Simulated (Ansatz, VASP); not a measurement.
Ni: VASP beside Ansatz

File INCAR:

```
SYSTEM = Ni
ALGO = Normal
EDIFF = 1E-6
ENCUT = 520
GGA = PS
ISIF = 2
ISMEAR = -1
ISPIN = 2
LASPH = .TRUE.
LCHARG = .FALSE.
LMAXMIX = 4
LORBIT = 11
LREAL = .FALSE.
LWAVE = .FALSE.
MAGMOM = 0.651
NBANDS = 15
NELM = 150
PREC = Accurate
SIGMA = 0.05
```

The input KPOINTS:

```
k-points
0
G
  26 26 26
  0 0 0
```

Contents of POSCAR:

```
Ni
1.0
    0.0000000000      1.7769672657      1.7769672657
    1.7769672657      0.0000000000      1.7769672657
    1.7769672657      1.7769672657      0.0000000000
Ni
1
Direct
    0.0000000000      0.0000000000      0.0000000000
```

Input for Ansatz:

```yaml
crystal:
  lattice:
    - [0.0, 1.7769672657, 1.7769672657]
    - [1.7769672657, 0.0, 1.7769672657]
    - [1.7769672657, 1.7769672657, 0.0]
  atoms:
    - { symbol: Ni, position: [0.0, 0.0, 0.0], spin: 0.651 }
hamiltonian:
  xc: pbesol
  pseudopotentials:
    kind: paw
    azcp:
      Ni: "pseudopotentials/Ni.paw.azcp"
basis:
  ecutwfc: 420
  fft_grid_basis: typed
kpoints:
  mp_grid: { grid: [26, 26, 26], shift: [0, 0, 0] }
magnetization:
  spin_polarized: true
scf:
  occupations: { method: fermi_dirac, width: 0.05 }
output:
  stress: true
```

Alike in both runs: task single point; functional PBEsol; k mesh 26 × 26 × 26; occupations fermi-dirac, width 0.05 eV; collinear spin.

|  | VASP | Ansatz |
| --- | --- | --- |
| version | VASP 6.6.1 | Ansatz 0.2.0 |
| potentials or method | VASP PAW PBE potentials, release 64 (Ni), cutoff 520 eV | plane waves (420 eV) with PAW, scalar-relativistic |
| valence electrons in the cell | 10 | 18 |

|  | VASP | Ansatz | Ansatz less VASP |
| --- | --- | --- | --- |
| pressure (GPa) | -14.6 | -14.7 | -0.11 |
| net moment per atom (μB) | 0.64 | 0.65 | +0.017 |
| size of the moment on the site where the two differ most (μB) | 0.65 | 0.69 | +0.042 |

VASP's potentials were made for PBE, not for PBEsol, and Ansatz warns of the same on its side. Site moments also hang on the region over which each program counts them. VASP's potentials hold 10 valence electrons a cell and Ansatz's 18, so a difference there can come from the potentials and not from the codes.
